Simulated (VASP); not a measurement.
# ZnS (ref) (P6_3/mmc) in VASP: a series of runs

Runs on ZnS (ref). Level: r2SCAN. Tasks: single point.

Program: VASP 6.6.1. These are calculated values, not measurements. Logs are shortened: lines on timing, memory, paths and dates and some standing lists are left out, and cuts for length are marked.

### 1 The cell of the first run

The structure is hexagonal, space group P6_3/mmc (No. 194). The conventional cell has a = 3.823 Å, b = 3.823 Å, c = 6.261 Å, α = 90.00°, β = 90.00°, γ = 120.00°. Zn (site symmetry -6m2) has 3 S at 2.21 Å within 2.9 Å. S (site symmetry -6m2) has 3 Zn at 2.21 Å within 2.9 Å.

### 2 Single point, r2SCAN

Input file POSCAR:

```
ZnS
1.0
    3.8230000000      0.0000000000      0.0000000000
   -1.9115000000      3.3108151187      0.0000000000
    0.0000000000      0.0000000000      6.2610000000
Zn S
2 2
Direct
    0.3333333333      0.6666666667      0.0000000000
    0.6666666667      0.3333333333      0.5000000000
    0.3333333333      0.6666666667      0.5000000000
    0.6666666667      0.3333333333      1.0000000000
```

Input file INCAR.step1:

```
SYSTEM = ZnS
PREC = Accurate
ENCUT = 520
ISMEAR = 0
SIGMA = 0.1
LREAL = .FALSE.
LASPH = .TRUE.
NELM = 60
NBANDS = 26
GGA = PE
ALGO = Normal
EDIFF = 1E-4
LWAVE = .TRUE.
LCHARG = .FALSE.
```

Input file INCAR.step2:

```
SYSTEM = ZnS
PREC = Accurate
ENCUT = 520
EDIFF = 1E-6
ISMEAR = 0
SIGMA = 0.1
LREAL = .FALSE.
LASPH = .TRUE.
NELM = 60
ALGO = Normal
ISIF = 2
LWAVE = .FALSE.
LCHARG = .FALSE.
METAGGA = R2SCAN
LMIXTAU = .TRUE.
NBANDS = 26
ISTART = 1
```

Input file KPOINTS:

```
regular mesh
0
G
  6 6 4
  0 0 0
```

Potentials or basis: VASP PAW PBE potentials, release 64 (Zn, S).

Command:

```
$ cat potpaw_PBE.64/Zn/POTCAR potpaw_PBE.64/S/POTCAR > POTCAR
$ cp INCAR.step1 INCAR
$ mpirun -np 1 vasp_std > vasp.out
$ cp INCAR.step2 INCAR
$ mpirun -np 1 vasp_std > vasp.out
```

OUTCAR:

```text
SYSTEM = ZnS
   PREC = Accurate
   ENCUT = 520
   EDIFF = 1E-6
   ISMEAR = 0
   LREAL = .FALSE.
   LASPH = .TRUE.
   NELM = 60
   ISIF = 2
   METAGGA = R2SCAN
   ISTART = 1

 ion  position               nearest neighbor table
   1  0.333  0.667  0.000-   4 2.21   4 2.21   4 2.21
   2  0.667  0.333  0.500-   3 2.21   3 2.21   3 2.21
   3  0.333  0.667  0.500-   2 2.21   2 2.21   2 2.21
   4  0.667  0.333  0.000-   1 2.21   1 2.21   1 2.21

  LATTYP: Found a hexagonal cell.
 ALAT       =     3.8230000000
 C/A-ratio  =     1.6377190688

  Lattice vectors:

 A1 = (   3.8230000000,   0.0000000000,   0.0000000000)
 A2 = (  -1.9115000000,   3.3108151187,   0.0000000000)
 A3 = (   0.0000000000,   0.0000000000,   6.2610000000)

Analysis of symmetry for initial positions (statically):
=====================================================================
 Subroutine PRICEL returns:
 Original cell was already a primitive cell.

 Routine SETGRP: Setting up the symmetry group for a
 hexagonal supercell.

 Subroutine GETGRP returns: Found 24 space group operations
 (whereof 12 operations were pure point group operations)
 out of a pool of 24 trial point group operations.

The static configuration has the point symmetry D_3h.
 The point group associated with its full space group is D_6h.

Analysis of symmetry for dynamics (positions and initial velocities):
=====================================================================
 Subroutine PRICEL returns:
 Original cell was already a primitive cell.

 Routine SETGRP: Setting up the symmetry group for a
 hexagonal supercell.

 Subroutine GETGRP returns: Found 24 space group operations
 (whereof 12 operations were pure point group operations)
 out of a pool of 24 trial point group operations.

The dynamic configuration has the point symmetry D_3h.
 The point group associated with its full space group is D_6h.

 Subroutine INISYM returns: Found 24 space group operations
 (whereof 12 operations are pure point group operations),
 and found     1 'primitive' translations

----------------------------------------------------------------------------------------

                                     Primitive cell
[... 85 lines left out ...]
   ISPIN  =      1    spin polarized calculation?
   LNONCOLLINEAR =      F non collinear calculations
   LSORBIT =      F    spin-orbit coupling
   LASPH  =      T    aspherical Exc in radial PAW
   ENCUT  =  520.0 eV  38.22 Ry    6.18 a.u.   7.11  7.11 11.64*2*pi/ulx,y,z
   NELM   =     60;   NELMIN=  2; NELMDL=  0     # of ELM steps
   EDIFF  = 0.1E-05   stopping-criterion for ELM
   LREAL  =      F    real-space projection
   EDIFFG = 0.1E-04   stopping-criterion for IOM
   NSW    =      0    number of steps for IOM
   IBRION =     -1    ionic relax: 0-MD 1-quasi-New 2-CG
   NFREE  =      0    steps in history (QN), initial steepest desc. (CG)
   ISIF   =      2    stress and relaxation
   ISYM   =      2    0-nonsym 1-usesym 2-fastsym
   POTIM  = 0.5000    time-step for ionic-motion
   TEBEG  =    0.0;   TEEND  =   0.0 temperature during run
   PSTRESS=    0.0 pullay stress
   NELECT =      36.0000    total number of electrons
   NUPDOWN=      -1.0000    fix difference up-down
   EMIN   =  10.00;   EMAX   =-10.00  energy-range for DOS
   EFERMI =   0.00;   METHOD = LEGACY
   ISMEAR =     0;   SIGMA  =   0.10  broadening in eV -4-tet -1-fermi 0-gaus
   EFERMI_NEDOS =   21; number of points for ismear=-14 and -15
   IALGO  =     38    algorithm
   IMIX   =      4    mixing-type and parameters
     AMIX     =   0.40;   BMIX     =  1.00
     AMIX_MAG =   1.60;   BMIX_MAG =  1.00
  volume/ion in A,a.u.               =      19.81       133.70
  Fermi-wavevector in a.u.,A,eV,Ry     =   1.258485  2.378192 21.548694  1.583784
  Thomas-Fermi vector in A             =   2.392092
   LORBIT       =      0    0 simple, 1 ext, 2 COOP (PROOUT), +10 PAW based schemes
   METAGGA = R2SCAN    functional components
   LHFCALC =     F    Hartree Fock is set to
   AEXX    =    0.0000 exact exchange contribution
   IVDW    =     0    specifies the selected vdW correction
   LEPSILON=     F    determine dielectric tensor
   LRPA    =     F    only Hartree local field effects (RPA)
 non-spin polarized calculation
 Gauss-broadening in eV      SIGMA  =   0.10
  energy-cutoff  :      520.00
  volume of cell :       79.25
 maximum number of plane-waves:      2156
   NGX = 15   NGY = 15   NGZ = 23

 number of electron      35.9999987 magnetization

 Free energy of the ion-electron system (eV)
  ---------------------------------------------------
  ext. energy  EPLUGINS =         0.00000000
  ---------------------------------------------------
  free energy    TOTEN  =       -36.91757455 eV

  energy without entropy =      -36.91757455  energy(sigma->0) =      -36.91757455

 E-fermi :   2.0983     XC(G=0): -10.2187

 val. band max:        1.6109898072   @ k =   0.1667  -0.0000   0.0000
 cond. band min:       4.6545564991   @ k =   0.0000   0.0000   0.0000
 fundamental gap:      3.0435666919
 Fermi energy:         2.0982888423

 k-point     1 :       0.0000    0.0000    0.0000
  band No.  band energies     occupation
      1     -12.0256      2.00000
      2     -11.2611      2.00000
      3      -5.1989      2.00000
      4      -5.1987      2.00000
      5      -5.1752      2.00000
      6      -5.1751      2.00000
[... 598 lines left out ...]
     25      12.2799      0.00000
     26      12.2806      0.00000

------------------------ aborting loop because EDIFF is reached ----------------------------------------

  FORCE on cell =-STRESS in cart. coord.  units (eV):
  Direction    XX          YY          ZZ          XY          YZ          ZX
  --------------------------------------------------------------------------------------
  -------------------------------------------------------------------------------------
  Total        3.4736283      3.4736283     -0.0365384      0.0000000      0.0000000      0.0000000
  in kB       70.2281123     70.2281123     -0.7387151      0.0000000      0.0000000      0.0000000
  external PRESSURE =      46.5725032 kB  Pullay stress =       0.0000000 kB

 VOLUME and BASIS-vectors are now :
 -----------------------------------------------------------------------------
  energy-cutoff  :      520.00
  volume of cell :       79.25
      direct lattice vectors                 reciprocal lattice vectors
     3.823000000  0.000000000  0.000000000     0.261574680  0.151020212  0.000000000
    -1.911500000  3.310815119  0.000000000     0.000000000  0.302040423  0.000000000
     0.000000000  0.000000000  6.261000000     0.000000000  0.000000000  0.159718895

 POSITION                                       TOTAL-FORCE (eV/Angst)
 -----------------------------------------------------------------------------------
     -0.00000      2.20721      0.00000         0.000000     -0.000000      0.000000
      1.91150      1.10361      3.13050        -0.000000      0.000000      0.000000
     -0.00000      2.20721      3.13050         0.000000     -0.000000      0.000000
      1.91150      1.10361      0.00000         0.000000     -0.000000      0.000000
 -----------------------------------------------------------------------------------
    total drift:                               -0.000000      0.000000      0.000000

  FREE ENERGIE OF THE ION-ELECTRON SYSTEM (eV)
  ---------------------------------------------------
  free  energy   TOTEN  =       -36.9175745522 eV

  energy  without entropy=      -36.9175745522  energy(sigma->0) =      -36.91757455
```

Wall time 2.1 min (1 thread of Intel Xeon Platinum 8259CL at 2.50GHz (Skylake/Cascade Lake), shared host); peak memory 0.21 GiB.

What came out:

```yaml
Free_energy: -36.9176 eV
Pressure: 4.7 GPa
Band_gap_on_the_k_mesh: 3.04 eV, indirect (least direct gap 3.06 eV)
```

Caveat: the PAW data sets were made with another functional, which shifts forces and pressure a little. r2SCAN opens gaps a little over a GGA but as a rule still falls short of measured ones.

### 3 Single point, r2SCAN

This run uses another cell than the first one, of the same volume but with other edges.

Input file POSCAR:

```
ZnS
1.0
    3.9441023831      0.0000000000      0.0000000000
   -1.9720511916      3.4156928589      0.0000000000
    0.0000000000      0.0000000000      5.8934784853
Zn S
2 2
Direct
    0.3333333333      0.6666666667      0.0000000000
    0.6666666667      0.3333333333      0.5000000000
    0.3333333333      0.6666666667      0.5000000000
    0.6666666667      0.3333333333      1.0000000000
```

Input file INCAR.step1:

```
  ALGO = Normal
  EDIFF = 1E-4
  ENCUT = 520
  GGA = PE
  ISMEAR = 0
  LASPH = T
  LCHARG = F
  LREAL = F
  LWAVE = T
  NBANDS = 26
  NELM = 100
  PREC = Accurate
  SIGMA = 0.02
```

Input file INCAR.step2:

```
  ALGO = Normal
  EDIFF = 1E-6
  ENCUT = 520
  ISIF = 2
  ISMEAR = 0
  ISTART = 1
  LASPH = T
  LCHARG = T
  LELF = T
  LMIXTAU = T
  LREAL = F
  LVHAR = T
  LWAVE = F
  METAGGA = R2SCAN
  NBANDS = 26
  NELM = 100
  PREC = Accurate
  SIGMA = 0.02
```

Input file KPOINTS:

```
k-points
0
Gamma
  9 9 6
```

Potentials or basis: VASP PAW PBE potentials, release 64 (Zn, S).

Command:

```
$ cat potpaw_PBE.64/Zn/POTCAR potpaw_PBE.64/S/POTCAR > POTCAR
$ cp INCAR.step1 INCAR
$ mpirun -np 1 vasp_std > vasp.out
$ cp INCAR.step2 INCAR
$ mpirun -np 1 vasp_std > vasp.out
```

It took 6.1 min on 1 thread of Intel Xeon Platinum 8259CL at 2.50GHz (Skylake/Cascade Lake), shared host; peak memory 0.25 GiB.

It converged, with:

* Free energy: -37.0215 eV
* Pressure: 0.0 GPa
* Band gap on the k mesh: 1.97 eV, direct

Stress tensor (GPa, compression positive):
```
 0.09  0.00  0.00
 0.00  0.09  0.00
 0.00  0.00 -0.03
```

Levels at points of the mesh, in eV from the valence-band top:
| k point | band 16 | band 17 | band 18 | band 19 | band 20 | band 21 |
| --- | --- | --- | --- | --- | --- | --- |
| (0.00, 0.00, 0.00) | -0.42 | -0.42 | 0.00 | 1.97 | 2.57 | 6.17 |
| (0.00, 0.00, 0.50) | -0.81 | -0.81 | -0.81 | 3.20 | 3.20 | 6.50 |

Caveat: the PAW data sets were made with another functional, which shifts forces and pressure a little.

### 4 Single point, r2SCAN

This run uses another cell than the first one, of the same volume but with other edges.

POSCAR is that of step 3.

Input file INCAR.step1:

```
ALGO = Normal
EDIFF = 1E-4
ENCUT = 520
GGA = PE
ISMEAR = 0
LASPH = True
LCHARG = False
LREAL = False
LWAVE = True
NBANDS = 26
NELM = 80
PREC = Accurate
SIGMA = 0.02
```

Input file INCAR.step2:

```
ALGO = Normal
EDIFF = 1E-6
ENCUT = 520
ISIF = 2
ISMEAR = 0
ISTART = 1
LASPH = True
LCHARG = False
LMIXTAU = True
LREAL = False
LWAVE = False
METAGGA = R2SCAN
NBANDS = 26
NELM = 80
PREC = Accurate
SIGMA = 0.02
```

Input file KPOINTS:

```
k-points
0
Gamma
  12 12 6
```

Command:

```
$ cat potpaw_PBE.64/Zn/POTCAR potpaw_PBE.64/S/POTCAR > POTCAR
$ cp INCAR.step1 INCAR
$ mpirun -np 1 vasp_std > vasp.out
$ cp INCAR.step2 INCAR
$ mpirun -np 1 vasp_std > vasp.out
```

Run time: 7.9 min. Hardware: 1 thread of Intel Xeon Platinum 8259CL at 2.50GHz (Skylake/Cascade Lake), shared host; peak memory 0.29 GiB.

The run converged. Its results:

```
Free energy            : -37.0215 eV
Pressure               : 0.0 GPa
Band gap on the k mesh : 1.97 eV, direct
```

Stress tensor (GPa, compression positive):
```
 0.09  0.00  0.00
 0.00  0.09  0.00
 0.00  0.00 -0.03
```

Levels at points of the mesh, in eV from the valence-band top:
```
           k point  band 16  band 17  band 18  band 19  band 20  band 21
(0.00, 0.00, 0.00)    -0.42    -0.42     0.00     1.97     2.57     6.17
(0.50, 0.00, 0.00)    -2.58    -1.68    -1.15     2.97     4.60     5.87
(0.00, 0.00, 0.50)    -0.81    -0.81    -0.81     3.20     3.20     6.50
(0.50, 0.00, 0.50)    -2.27    -0.77    -0.77     4.04     4.04     4.96
```

Caveat: the PAW data sets were made with another functional, which shifts forces and pressure a little.

### 5 The runs side by side

```csv
cell,k mesh,smearing,gap on the mesh (eV),pressure (GPa)
"a = 3.823, b = 3.823, c = 6.261 Å, angles 90.0, 90.0, 120.0°, 4 atoms",6 × 6 × 4,gaussian 0.1 eV,3.04,4.7
"a = 3.944, b = 3.944, c = 5.893 Å, angles 90.0, 90.0, 120.0°, 4 atoms",9 × 9 × 6,gaussian 0.02 eV,1.97,0.0
"a = 3.944, b = 3.944, c = 5.893 Å, angles 90.0, 90.0, 120.0°, 4 atoms",12 × 12 × 6,gaussian 0.02 eV,1.97,0.0
```

Alike in all rows: task single point; level r2SCAN; potentials or basis VASP PAW PBE potentials, release 64 (Zn, S); no spin polarisation; cutoff (eV) 520.

Caveats: the PAW data sets were made with another functional, which shifts forces and pressure a little.

Total energies depend on the potentials used, so only differences within one code and one set of settings carry meaning.
